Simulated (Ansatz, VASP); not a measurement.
# One calculation of Gd, two programs

File INCAR:

```
ALGO = Normal ; EDIFF = 1E-6
ENCUT = 520 ; GGA = RP
ISIF = 2 ; ISMEAR = -1
ISPIN = 2 ; LASPH = True
LCHARG = True ; LELF = True
LMAXMIX = 6 ; LORBIT = 11
LREAL = False ; LVHAR = True
LWAVE = False ; MAGMOM = 7.4 7.4
NBANDS = 29 ; NELM = 150
PREC = Accurate ; SIGMA = 0.05
```

File KPOINTS:

```
k-points
0
Gamma
  13 13 7
```

File POSCAR:

```
Gd
1.0
    3.5543775237      0.0000000000      0.0000000000
   -1.7771887618      3.0781812301      0.0000000000
    0.0000000000      0.0000000000      5.6959072300
Gd
2
Direct
    0.3333333333      0.6666666667      0.2500000000
    0.6666666667      0.3333333333      0.7500000000
```

Input for Ansatz:

```yaml
crystal:
  lattice:
    - [3.5543775237, 0.0, 0.0]
    - [-1.7771887618, 3.0781812301, 0.0]
    - [0.0, 0.0, 5.69590723]
  atoms:
    - { symbol: Gd, position: [0.3333333333, 0.6666666667, 0.25], spin: 7.4 }
    - { symbol: Gd, position: [0.6666666667, 0.3333333333, 0.75], spin: 7.4 }
hamiltonian:
  xc: rpbe
  pseudopotentials:
    kind: paw
    azcp:
      Gd: "pseudopotentials/Gd.paw.azcp"
basis:
  ecutwfc: 420
  fft_grid_basis: typed
kpoints:
  mp_grid: { grid: [13, 13, 7], shift: [0, 0, 0] }
magnetization:
  spin_polarized: true
scf:
  occupations: { method: fermi_dirac, width: 0.05 }
output:
  stress: true
```

Alike in both runs: task single point; functional RPBE; k mesh 13 × 13 × 7; occupations fermi-dirac, width 0.05 eV; collinear spin.

|  | VASP | Ansatz |
| --- | --- | --- |
| version | VASP 6.6.1 | Ansatz 0.2.0 |
| potentials or method | VASP PAW PBE potentials, release 64 (Gd), cutoff 520 eV | plane waves (420 eV) with PAW, scalar-relativistic |
| valence electrons in the cell | 36 | 36 |

```csv
,VASP,Ansatz,Ansatz less VASP
pressure (GPa),4.8,4.8,+0.08
net moment per atom (μB),7.68,7.67,-0.009
size of the moment on the site where the two differ most (μB),7.01,7.37,+0.357
```

VASP's potentials were made for PBE, not for RPBE. Site moments also hang on the region over which each program counts them.

Spin-orbit coupling is off throughout.
